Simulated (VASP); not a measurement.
CuI, 2 atoms in the cell. The structure is cubic, space group Fm-3m (No. 225). Conventional cell: a = 6.057 Å, b = 6.057 Å, c = 6.057 Å, α = 90.00°, β = 90.00°, γ = 90.00°. Within 4.0 Å of Cu (site symmetry m-3m) lie 6 I at 3.03 Å. Within 4.0 Å of I (site symmetry m-3m) lie 6 Cu at 3.03 Å. 

* Program: VASP 6.6.1
* Task: single point
* Functional: PBE
* Potentials or basis: VASP PAW PBE potentials, release 64 (Cu, I)
* Cutoff: 600 eV
* k mesh: 5 × 5 × 5
* Occupations: methfessel-paxton, width 0.01 eV
* Spin: no spin polarisation
* Dipole correction: no
* Further INCAR settings: ALGO = Normal; EDIFF = 1e-06; NBANDS = 16

Potentials or basis: VASP PAW PBE potentials, release 64 (Cu, I).

The run is started by

```bash
$ cat potpaw_PBE.64/Cu/POTCAR potpaw_PBE.64/I/POTCAR > POTCAR
$ mpirun -np 1 vasp_std > vasp.out
```

Hardware: 1 thread of Intel(R) Xeon(R) Platinum 8488C (Sapphire Rapids) (shared host).

Task: How long does it take, and how much memory?

Result: Wall time 23 s on 1 thread of Intel(R) Xeon(R) Platinum 8488C (Sapphire Rapids) (shared host), peak memory 0.2 GiB. Counts: scf iterations 13, k points 10.
